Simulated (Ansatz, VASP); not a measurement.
Be2C in VASP and in Ansatz

The input POSCAR:

```
Be2C
1.0
    0.0000000000      2.1818779865      2.1818779865
    2.1818779865      0.0000000000      2.1818779865
    2.1818779865      2.1818779865      0.0000000000
C Be
1 2
Direct
    0.0000000000      0.0000000000      0.0000000000
    0.2500000000      0.2500000000      0.2500000000
    0.7500000000      0.7500000000      0.7500000000
```

File INCAR.step1:

```
SYSTEM = Be2C
PREC     = Accurate       ! precision mode
ENCUT    = 660            ! plane-wave cutoff, eV
ISMEAR   = 0              ! smearing method
SIGMA    = 0.01           ! smearing width, eV
LREAL    = .FALSE.        ! projectors in reciprocal space
LASPH    = .TRUE.         ! aspherical terms in the spheres
NELM     = 120            ! most SCF steps
NBANDS   = 11             ! bands
GGA      = PE             ! functional
ALGO     = Normal         ! electronic algorithm
EDIFF    = 1E-5           ! SCF threshold, eV
LWAVE    = .TRUE.         ! write WAVECAR
LCHARG   = .FALSE.        ! write CHGCAR
GGA_COMPAT= .FALSE.
```

The input INCAR.step2:

```
SYSTEM = Be2C
PREC     = Accurate       ! precision mode
ENCUT    = 660            ! plane-wave cutoff, eV
EDIFF    = 1E-6           ! SCF threshold, eV
ISMEAR   = 0              ! smearing method
SIGMA    = 0.01           ! smearing width, eV
LREAL    = .FALSE.        ! projectors in reciprocal space
LASPH    = .TRUE.         ! aspherical terms in the spheres
NELM     = 120            ! most SCF steps
ALGO     = Normal         ! electronic algorithm
ISIF     = 2              ! what is computed and relaxed
LWAVE    = .FALSE.        ! write WAVECAR
LCHARG   = .FALSE.        ! write CHGCAR
METAGGA  = R2SCAN         ! meta-GGA
LMIXTAU  = .TRUE.       
NBANDS   = 11             ! bands
ISTART   = 1            
GGA_COMPAT= .FALSE.
```

Contents of KPOINTS:

```
regular mesh
0
G
  8 8 8
  0 0 0
```

Input for Ansatz:

```yaml
crystal:
  lattice:
    - [0.0, 2.1818779865, 2.1818779865]
    - [2.1818779865, 0.0, 2.1818779865]
    - [2.1818779865, 2.1818779865, 0.0]
  atoms:
    - { symbol: C, position: [0.0, 0.0, 0.0] }
    - { symbol: Be, position: [0.25, 0.25, 0.25] }
    - { symbol: Be, position: [0.75, 0.75, 0.75] }
kpoints:
  mp_grid: { grid: [8, 8, 8] }
hamiltonian:
  xc: r2scan
scf:
  occupations: { method: fixed }
  n_extra_bands: 4
output:
  forces: true
  stress: true
  eigenvalues: true
```

Alike in both runs: task single point; functional r2SCAN; k mesh 8 × 8 × 8; no spin polarisation.

|  | VASP | Ansatz |
| --- | --- | --- |
| version | VASP 6.6.1 | Ansatz 0.2.0 |
| potentials or method | VASP PAW PBE potentials, release 64 (C, Be) | plane waves, PAW |
| plane-wave cutoff (eV) | 660 | 500 |
| occupations | gaussian, width 0.01 eV | fixed |
| valence electrons in the cell | 8 | 8 |

|  | VASP | Ansatz | Ansatz less VASP |
| --- | --- | --- | --- |
| gap on the k mesh at the Fermi level (eV) | 1.51 | 1.52 | +0.004 |
| pressure (GPa) | -5.0 | -5.8 | -0.78 |

VASP's potentials were made for PBE, not for r2SCAN.
